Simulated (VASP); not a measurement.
# SrTiO3 (Cmmm) in VASP: a series of runs, part 4 of 4

VASP 6.6.1. The steps go on from the part before.

### Step 6. Single point, PBE (strain +0.0100 x Voigt [0, 0, 0, 1, 0, 0])

The input, INCAR:

```
SYSTEM = SrTiO3
PREC = Accurate ; ENCUT = 520
EDIFF = 1E-6 ; ISMEAR = 0
SIGMA = 0.05 ; LREAL = .False.
LASPH = .True. ; NELM = 100
ALGO = Normal ; ISIF = 2
LWAVE = .False. ; LCHARG = .True.
GGA = PE ; LELF = .True.
LVHAR = .True. ; NBANDS = 28
```

The input, KPOINTS:

```
regular mesh
0
Gamma
  8 8 8
  0 0 0
```

The input, POSCAR:

```
SrTiO3
1.0
    3.9364035669      0.0000000000      0.0000000000
    0.0000000000      3.9364035669      0.0196820178
    0.0000000000      0.0196820178      3.9364035669
Sr Ti O
1 1 3
Direct
    0.0000000000      0.0000000000      0.0000000000
    0.5000000000      0.5000000000      0.5000000000
    0.0000000000      0.5000000000      0.5000000000
    0.5000000000      0.0000000000      0.5000000000
    0.5000000000      0.5000000000      0.0000000000
```

Potentials or basis: VASP PAW PBE potentials, release 64 (Sr_sv, Ti_sv, O).

Run with:

```bash
cat potpaw_PBE.64/Sr_sv/POTCAR potpaw_PBE.64/Ti_sv/POTCAR potpaw_PBE.64/O/POTCAR > POTCAR
mpirun -np 1 vasp_std > vasp.out
```

OUTCAR:

```text
SYSTEM = SrTiO3
   PREC = Accurate
   ENCUT = 520
   EDIFF = 1E-6
   ISMEAR = 0
   LREAL = .False.
   LASPH = .True.
   NELM = 100
   ISIF = 2
   GGA = PE

 ion  position               nearest neighbor table
   1  0.000  0.000  0.000-   3 2.77   3 2.77   4 2.78   4 2.78   5 2.78   5 2.78   4 2.78   5 2.78
                             4 2.78   5 2.78   3 2.80   3 2.80   2 3.40   2 3.40   2 3.40   2 3.40
   2  0.500  0.500  0.500-   3 1.97   3 1.97   5 1.97   5 1.97   4 1.97   4 1.97   1 3.40   1 3.40
                             1 3.40   1 3.40   1 3.42   1 3.42   1 3.42   1 3.42
   3  0.000  0.500  0.500-   2 1.97   2 1.97   1 2.77   1 2.77   1 2.80   1 2.80
   4  0.500  0.000  0.500-   2 1.97   2 1.97   1 2.78   1 2.78   1 2.78   1 2.78
   5  0.500  0.500  0.000-   2 1.97   2 1.97   1 2.78   1 2.78   1 2.78   1 2.78

  LATTYP: Found a base centered orthorhombic cell.
 ALAT       =     5.5390807348
 B/A-ratio  =     1.0100502512
 C/A-ratio  =     0.7106600816

  Lattice vectors:

 A1 = (   0.0000000000,  -0.0196820178,  -3.9364035669)
 A2 = (   0.0000000000,   3.9364035669,   0.0196820178)
 A3 = (   3.9364035669,   0.0000000000,   0.0000000000)

Analysis of symmetry for initial positions (statically):
=====================================================================
 Subroutine PRICEL returns:
 Original cell was already a primitive cell.

 Routine SETGRP: Setting up the symmetry group for a
 base centered orthorhombic supercell.

 Subroutine GETGRP returns: Found  8 space group operations
 (whereof  8 operations were pure point group operations)
 out of a pool of  8 trial point group operations.

The static configuration has the point symmetry D_2h.

Analysis of symmetry for dynamics (positions and initial velocities):
=====================================================================
 Subroutine PRICEL returns:
 Original cell was already a primitive cell.

 Routine SETGRP: Setting up the symmetry group for a
 base centered orthorhombic supercell.

 Subroutine GETGRP returns: Found  8 space group operations
 (whereof  8 operations were pure point group operations)
 out of a pool of  8 trial point group operations.

The dynamic configuration has the point symmetry D_2h.

 Subroutine INISYM returns: Found  8 space group operations
 (whereof  8 operations are pure point group operations),
 and found     1 'primitive' translations

----------------------------------------------------------------------------------------

                                     Primitive cell

  volume of cell :      60.9941

  direct lattice vectors                    reciprocal lattice vectors
     3.936403567  0.000000000  0.000000000     0.254038993  0.000000000  0.000000000
     0.000000000  3.936403567  0.019682018     0.000000000  0.254045345 -0.001270227
     0.000000000  0.019682018  3.936403567     0.000000000 -0.001270227  0.254045345

  length of vectors
     3.936403567  3.936452772  3.936452772     0.254038993  0.254048520  0.254048520

  position of ions in fractional coordinates (direct lattice)
     0.000000000  0.000000000  0.000000000
     0.500000000  0.500000000  0.500000000
     0.000000000  0.500000000  0.500000000
     0.500000000  1.000000000  0.500000000
     0.500000000  0.500000000  1.000000000

[... 36 lines left out ...]
  0.000000  0.000000  0.000000      1.000000
  0.125000  0.000000  0.000000      2.000000
  0.250000  0.000000  0.000000      2.000000
  0.375000  0.000000  0.000000      2.000000
  0.500000  0.000000  0.000000      1.000000
  0.000000  0.125000 -0.000000      4.000000
[... 16 lines left out ...]
  0.250000  0.500000 -0.000000      4.000000
  0.375000  0.500000 -0.000000      4.000000
 [... further k-points ...]
   k-points           NKPTS =    105   k-points in BZ     NKDIM =    105   number of bands    NBANDS=     28
   number of dos      NEDOS =    301   number of ions     NIONS =      5
   total plane-waves  NPLWV =  27000
   dimension x,y,z NGX =    30 NGY =   30 NGZ =   30
   dimension x,y,z NGXF=    60 NGYF=   60 NGZF=   60
   ions per type =               1   1   3
   NGX,Y,Z   is equivalent  to a cutoff of  12.67, 12.67, 12.67 a.u.
   NGXF,Y,Z  is equivalent  to a cutoff of  25.34, 25.34, 25.34 a.u.
 SYSTEM =  SrTiO3
   PREC   = accura    normal or accurate (medium, high low for compatibility)
   ISTART =      0    job   : 0-new  1-cont  2-samecut
   ICHARG =      2    charge: 1-file 2-atom 10-const
   ISPIN  =      1    spin polarized calculation?
   LNONCOLLINEAR =      F non collinear calculations
   LSORBIT =      F    spin-orbit coupling
   LASPH  =      T    aspherical Exc in radial PAW
   ENCUT  =  520.0 eV  38.22 Ry    6.18 a.u.   7.32  7.32  7.32*2*pi/ulx,y,z
   NELM   =    100;   NELMIN=  2; NELMDL= -5     # of ELM steps
   EDIFF  = 0.1E-05   stopping-criterion for ELM
   LREAL  =      F    real-space projection
   EDIFFG = 0.1E-04   stopping-criterion for IOM
   NSW    =      0    number of steps for IOM
   IBRION =     -1    ionic relax: 0-MD 1-quasi-New 2-CG
   NFREE  =      0    steps in history (QN), initial steepest desc. (CG)
   ISIF   =      2    stress and relaxation
   ISYM   =      2    0-nonsym 1-usesym 2-fastsym
   POTIM  = 0.5000    time-step for ionic-motion
   TEBEG  =    0.0;   TEEND  =   0.0 temperature during run
   PSTRESS=    0.0 pullay stress
   NELECT =      40.0000    total number of electrons
   NUPDOWN=      -1.0000    fix difference up-down
   EMIN   =  10.00;   EMAX   =-10.00  energy-range for DOS
   EFERMI =   0.00;   METHOD = LEGACY
   ISMEAR =     0;   SIGMA  =   0.05  broadening in eV -4-tet -1-fermi 0-gaus
   EFERMI_NEDOS =   21; number of points for ismear=-14 and -15
   IALGO  =     38    algorithm
   IMIX   =      4    mixing-type and parameters
     AMIX     =   0.40;   BMIX     =  1.00
     AMIX_MAG =   1.60;   BMIX_MAG =  1.00
  volume/ion in A,a.u.               =      12.20        82.32
  Fermi-wavevector in a.u.,A,eV,Ry     =   1.422325  2.687804 27.524699  2.023008
  Thomas-Fermi vector in A             =   2.543041
   LORBIT       =      0    0 simple, 1 ext, 2 COOP (PROOUT), +10 PAW based schemes
   GGA     = PE    functional components
   LHFCALC =     F    Hartree Fock is set to
   AEXX    =    0.0000 exact exchange contribution
   IVDW    =     0    specifies the selected vdW correction
   LEPSILON=     F    determine dielectric tensor
   LRPA    =     F    only Hartree local field effects (RPA)
 non-spin polarized calculation
 Gauss-broadening in eV      SIGMA  =   0.05
  energy-cutoff  :      520.00
  volume of cell :       60.99
 maximum number of plane-waves:      1662
 NGX is ok and might be reduce to    30
   NGX = 15   NGY = 15   NGZ = 15

 number of electron      39.9999990 magnetization

 Free energy of the ion-electron system (eV)
  ---------------------------------------------------
  ext. energy  EPLUGINS =         0.00000000
  ---------------------------------------------------
  free energy    TOTEN  =       -40.10116521 eV

  energy without entropy =      -40.10116521  energy(sigma->0) =      -40.10116521

 E-fermi :   4.3654     XC(G=0): -11.1446

 val. band max:        3.9772152843   @ k =   0.5000   0.5000   0.5000
 cond. band min:       5.7644056571   @ k =   0.0000   0.0000   0.0000
 fundamental gap:      1.7871903728
 Fermi energy:         4.3654383649

 k-point     1 :       0.0000    0.0000    0.0000
  band No.  band energies     occupation
      1     -52.5937      2.00000
      2     -28.8941      2.00000
      3     -28.8288      2.00000
      4     -28.8248      2.00000
      5     -28.8206      2.00000
      6     -13.3705      2.00000
[... 733 lines left out ...]
     27      11.9754      0.00000
     28      13.1356      0.00000

 [... further k-points ...]

------------------------ aborting loop because EDIFF is reached ----------------------------------------

  FORCE on cell =-STRESS in cart. coord.  units (eV):
  Direction    XX          YY          ZZ          XY          YZ          ZX
  --------------------------------------------------------------------------------------
  -------------------------------------------------------------------------------------
  Total        0.2467422      0.2478516      0.2478516      0.0000000     -0.4191712      0.0000000
  in kB        6.4813594      6.5105008      6.5105008      0.0000000    -11.0106765      0.0000000
  external PRESSURE =       6.5007870 kB  Pullay stress =       0.0000000 kB

 VOLUME and BASIS-vectors are now :
 -----------------------------------------------------------------------------
  energy-cutoff  :      520.00
  volume of cell :       60.99
      direct lattice vectors                 reciprocal lattice vectors
     3.936403567  0.000000000  0.000000000     0.254038993  0.000000000  0.000000000
     0.000000000  3.936403567  0.019682018     0.000000000  0.254045345 -0.001270227
     0.000000000  0.019682018  3.936403567     0.000000000 -0.001270227  0.254045345

 POSITION                                       TOTAL-FORCE (eV/Angst)
 -----------------------------------------------------------------------------------
      0.00000      0.00000      0.00000         0.000000      0.000000      0.000000
      1.96820      1.97804      1.97804         0.000000     -0.000000      0.000000
      0.00000      1.97804      1.97804         0.000000      0.000000      0.000000
      1.96820      0.00984      1.96820         0.000000     -0.000000      0.000000
      1.96820      1.96820      0.00984         0.000000      0.000000      0.000000
 -----------------------------------------------------------------------------------
    total drift:                                0.000000      0.000000     -0.000000

  FREE ENERGIE OF THE ION-ELECTRON SYSTEM (eV)
  ---------------------------------------------------
  free  energy   TOTEN  =       -40.1011652085 eV

  energy  without entropy=      -40.1011652085  energy(sigma->0) =      -40.10116521
```

OSZICAR:

```text
N       E                     dE             d eps       ncg     rms          rms(c)
DAV:   1     0.433553621528E+03    0.43355E+03   -0.21411E+04  5880   0.158E+03
DAV:   2    -0.489036430105E+01   -0.43844E+03   -0.41821E+03  6712   0.438E+02
DAV:   3    -0.482598097740E+02   -0.43369E+02   -0.43019E+02  8044   0.134E+02
DAV:   4    -0.504346592146E+02   -0.21748E+01   -0.21699E+01  8984   0.254E+01
DAV:   5    -0.504963347693E+02   -0.61676E-01   -0.61662E-01  8064   0.353E+00    0.258E+01
DAV:   6    -0.401849070802E+02    0.10311E+02   -0.54183E+01  8464   0.638E+01    0.141E+01
DAV:   7    -0.401953241821E+02   -0.10417E-01   -0.83308E+00  7780   0.215E+01    0.105E+01
DAV:   8    -0.401400209879E+02    0.55303E-01   -0.13274E+00  7060   0.117E+01    0.316E+00
DAV:   9    -0.401166314056E+02    0.23390E-01   -0.28938E-01  7672   0.432E+00    0.131E+00
DAV:  10    -0.401046674742E+02    0.11964E-01   -0.90824E-02  7544   0.235E+00    0.597E-01
DAV:  11    -0.401013009832E+02    0.33665E-02   -0.17500E-02  9464   0.126E+00    0.166E-01
DAV:  12    -0.401012139692E+02    0.87014E-04   -0.13697E-03  6996   0.407E-01    0.141E-01
DAV:  13    -0.401011827265E+02    0.31243E-04   -0.24095E-04  9156   0.125E-01    0.547E-02
DAV:  14    -0.401011680763E+02    0.14650E-04   -0.28828E-04  6796   0.123E-01    0.295E-02
DAV:  15    -0.401011657818E+02    0.22946E-05   -0.61905E-05  8216   0.592E-02    0.156E-02
DAV:  16    -0.401011652085E+02    0.57326E-06   -0.36360E-06  6096   0.181E-02
   1 F= -.40101165E+02 E0= -.40101165E+02  d E =-.444991E-30
```

Run time: 2 min. Hardware: 1 thread of AMD EPYC 9R45 (Zen 5), shared host; peak memory 0.26 GiB.

What came out:

* Free energy: -40.1012 eV
* Pressure: 0.7 GPa
* Band gap on the k mesh: 1.79 eV (least direct gap 2.14 eV)

Levels at points of the mesh, in eV from the valence-band top:
```csv
k point,band 17,band 18,band 19,band 20,band 21,band 22,band 23,band 24
"(0.00, 0.00, 0.00)",-1.12,-0.40,-0.38,-0.35,1.79,1.80,1.82,4.13
"(0.50, 0.00, 0.00)",-2.30,-1.92,-0.79,-0.69,1.96,3.64,3.66,4.14
"(0.00, 0.50, 0.00)",-2.30,-1.92,-0.74,-0.74,1.96,3.65,3.65,4.14
"(0.50, 0.50, 0.00)",-1.74,-1.55,-1.55,-0.10,3.65,3.66,4.10,5.07
"(0.00, 0.50, 0.50)",-1.74,-1.56,-1.55,-0.09,3.64,3.67,4.10,5.07
"(0.50, 0.50, 0.50)",-3.65,-0.01,-0.01,0.00,4.29,4.30,4.31,6.81
```

Caveat: the cell differs from its parent crystal (strain +0.0100 x Voigt [0, 0, 0, 1, 0, 0]). A k mesh can miss the band edges.

### Step 7. Single point, PBE (strain +0.0250 x Voigt [0, 0, 0, 1, 0, 0])

The input, INCAR:

```
ALGO = Normal
EDIFF = 1E-6
ENCUT = 520
GGA = PE
ISIF = 2
ISMEAR = 0
LASPH = T
LCHARG = F
LREAL = F
LWAVE = F
NBANDS = 28
NELM = 100
PREC = Accurate
SIGMA = 0.05
```

The input, KPOINTS:

```
k-points
0
Gamma
  8 8 8
```

Changes to POSCAR since step 6:

```diff
@@ -3,4 +3,4 @@
     3.9364035669      0.0000000000      0.0000000000
-    0.0000000000      3.9364035669      0.0196820178
-    0.0000000000      0.0196820178      3.9364035669
+    0.0000000000      3.9364035669      0.0492050446
+    0.0000000000      0.0492050446      3.9364035669
 Sr Ti O
```

Run with:

```bash
cat potpaw_PBE.64/Sr_sv/POTCAR potpaw_PBE.64/Ti_sv/POTCAR potpaw_PBE.64/O/POTCAR > POTCAR
mpirun -np 1 vasp_std > vasp.out
```

Run time: 1.9 min. Hardware: 1 thread of AMD EPYC 9R45 (Zen 5), shared host; peak memory 0.27 GiB.

It converged, with:

```
Free energy            : -40.0901 eV
Pressure               : 0.7 GPa
Band gap on the k mesh : 1.75 eV (least direct gap 2.07 eV)
```

Stress tensor (GPa, compression positive):
```
 0.67  0.00  0.00
 0.00  0.69 -2.76
 0.00 -2.76  0.69
```

Levels at points of the mesh, in eV from the valence-band top:
| k point | band 17 | band 18 | band 19 | band 20 | band 21 | band 22 | band 23 | band 24 |
| --- | --- | --- | --- | --- | --- | --- | --- | --- |
| (0.00, 0.00, 0.00) | -1.10 | -0.44 | -0.39 | -0.32 | 1.75 | 1.79 | 1.83 | 4.12 |
| (0.50, 0.00, 0.00) | -2.30 | -1.93 | -0.86 | -0.63 | 1.95 | 3.62 | 3.65 | 4.13 |
| (0.00, 0.50, 0.00) | -2.31 | -1.93 | -0.75 | -0.75 | 1.95 | 3.64 | 3.64 | 4.13 |
| (0.50, 0.50, 0.00) | -1.76 | -1.56 | -1.55 | -0.11 | 3.64 | 3.64 | 4.09 | 5.06 |
| (0.00, 0.50, 0.50) | -1.76 | -1.57 | -1.55 | -0.10 | 3.62 | 3.67 | 4.09 | 5.06 |
| (0.50, 0.50, 0.50) | -3.63 | -0.03 | -0.01 | 0.00 | 4.27 | 4.29 | 4.31 | 6.75 |

Caveat: the cell differs from its parent crystal (strain +0.0250 x Voigt [0, 0, 0, 1, 0, 0]).

### Step 8. The runs side by side

| cell | gap on the mesh (eV) | pressure (GPa) |
| --- | --- | --- |
| a = 3.936 Å, angles 89.1, 90.0, 90.0°, 5 atoms | 1.78 | 0.6 |
| a = 3.936 Å, angles 89.7, 90.0, 90.0°, 5 atoms | 1.80 | 0.6 |
| a = 3.936 Å, angles 88.3, 90.0, 90.0°, 5 atoms | 1.74 | 0.7 |
| a = 3.936 Å, angles 91.1, 90.0, 90.0°, 5 atoms | 1.76 | 0.7 |
| a = 3.936 Å, angles 89.4, 90.0, 90.0°, 5 atoms | 1.79 | 0.7 |
| a = 3.936 Å, angles 88.6, 90.0, 90.0°, 5 atoms | 1.75 | 0.7 |

Alike in all rows: task single point; level PBE; potentials or basis VASP PAW PBE potentials, release 64 (Sr_sv, Ti_sv, O); no spin polarisation; k mesh 8 × 8 × 8; cutoff (eV) 520; smearing gaussian 0.05 eV.

Total energies depend on the potentials used, so only differences within one code and one set of settings carry meaning.
